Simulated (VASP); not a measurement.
Wanted: the native input for a VASP 6.6.1 run.

```yaml
Task: single point
Functional: PBE
Potentials_or_basis: VASP PAW PBE potentials, release 64 (Na_pv, H)
Cutoff: 520 eV
k_mesh: 9 × 9 × 2
Occupations: gaussian, width 0.02 eV
Spin: no spin polarisation
Dipole_correction: no
Further_INCAR_settings: ALGO = Normal; EDIFF = 1e-06; NBANDS = 36
```

The structure of NaH lies in POSCAR:

```
NaH
1.0
    3.3900159039      0.0000000000      0.0000000000
   -1.6950079519      2.9358398920      0.0000000000
    0.0000000000      0.0000000000     17.0747752406
Na H
6 6
Direct
    0.0000000000      0.0000000000      0.0000000000
    0.3333333333      0.6666666667      0.1682458560
    0.6666666667      0.3333333333      0.3317541440
    0.0000000000      0.0000000000      0.5000000000
    0.6666666667      0.3333333333      0.6682458560
    0.3333333333      0.6666666667      0.8317541440
    0.6666666667      0.3333333333      0.0864434576
    0.0000000000      0.0000000000      0.2500000000
    0.3333333333      0.6666666667      0.4135565424
    0.3333333333      0.6666666667      0.5864434576
    0.0000000000      0.0000000000      0.7500000000
    0.6666666667      0.3333333333      0.9135565424
```

One way to write it, as run:

INCAR

```
ALGO     = Normal         # electronic algorithm
EDIFF    = 1E-6           # SCF threshold, eV
ENCUT    = 520            # plane-wave cutoff, eV
GGA      = PE             # functional
ISIF     = 2              # what is computed and relaxed
ISMEAR   = 0              # smearing method
LASPH    = True           # aspherical terms in the spheres
LCHARG   = True           # write CHGCAR
LELF     = True           # ELF
LREAL    = False          # projectors in reciprocal space
LVHAR    = True         
LWAVE    = False          # write WAVECAR
NBANDS   = 36             # bands
NELM     = 80             # most SCF steps
PREC     = Accurate       # precision mode
SIGMA    = 0.02           # smearing width, eV
```

KPOINTS

```
k-points
0
Gamma
  9 9 2
```

Potentials or basis: VASP PAW PBE potentials, release 64 (Na_pv, H).

Command:

```console
$ cat potpaw_PBE.64/Na_pv/POTCAR potpaw_PBE.64/H/POTCAR > POTCAR
$ mpirun -np 1 vasp_std > vasp.out
```

It gave:

* Pressure: 0.0 GPa
* Band gap on the k mesh: 3.37 eV (least direct gap 3.59 eV)

Run time: 78 s on 1 thread of AMD EPYC 9R45 96-Core Processor (Zen 5), with other jobs on the host, peak memory 0.31 GiB.
